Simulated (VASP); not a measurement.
# PdRh4: single point with PBEsol

The system is PdRh4, a slab with vacuum.

```xyz
5
Lattice="2.6735 0.0000 0.0000 0.0000 3.7809 0.0000 0.0000 0.0000 21.3470" Properties=species:S:1:pos:R:3 pbc="T T T"
Rh    0.0000    0.0000    8.1176
Rh    1.3367    1.8904    9.2918
Rh    1.3367    1.8904   12.0552
Rh    0.0000    0.0000   13.2294
Pd    0.0000    0.0000   10.6735
```

- Program: VASP 6.6.1
- Task: single point
- Functional: PBEsol
- Potentials or basis: VASP PAW PBE potentials, release 64 (Rh_pv, Pd)
- Cutoff: 520 eV
- k mesh: 14 × 10 × 1
- Occupations: fermi-dirac, width 0.08 eV
- Spin: no spin polarisation
- Dipole correction: yes
- Further INCAR settings: ALGO = Normal; EDIFF = 1e-07; NBANDS = 43

- Largest force: 0.759 eV/Å
- Band gap on the k mesh: zero (bands 35 and 36 overlap by 0.96 eV)

Forces on the atoms (eV/Å):
```
Rh   0.000  0.000  0.019
Rh   0.000  0.000 -0.759
Rh   0.000  0.000  0.759
Rh   0.000  0.000 -0.019
Pd   0.000  0.000  0.000
```

Levels at points of the mesh, in eV from the Fermi level:
| k point | band 33 | band 34 | band 35 | band 36 | band 37 | band 38 |
| --- | --- | --- | --- | --- | --- | --- |
| (0.00, 0.00, 0.00) | -0.86 | -0.75 | -0.53 | -0.23 | 0.14 | 0.21 |
| (0.50, 0.00, 0.00) | 0.15 | 0.22 | 0.31 | 0.41 | 0.80 | 3.08 |
| (0.00, 0.50, 0.00) | -0.54 | -0.13 | 0.03 | 0.34 | 0.42 | 0.43 |
| (0.50, 0.50, 0.00) | 0.03 | 0.51 | 0.57 | 0.64 | 0.73 | 2.01 |

It took 14 min on 1 thread of Oxide Virtual Turin-like Processor (shared host), peak memory 0.48 GiB.

Caveat: the PAW data sets were made with another functional, which shifts forces and pressure a little.
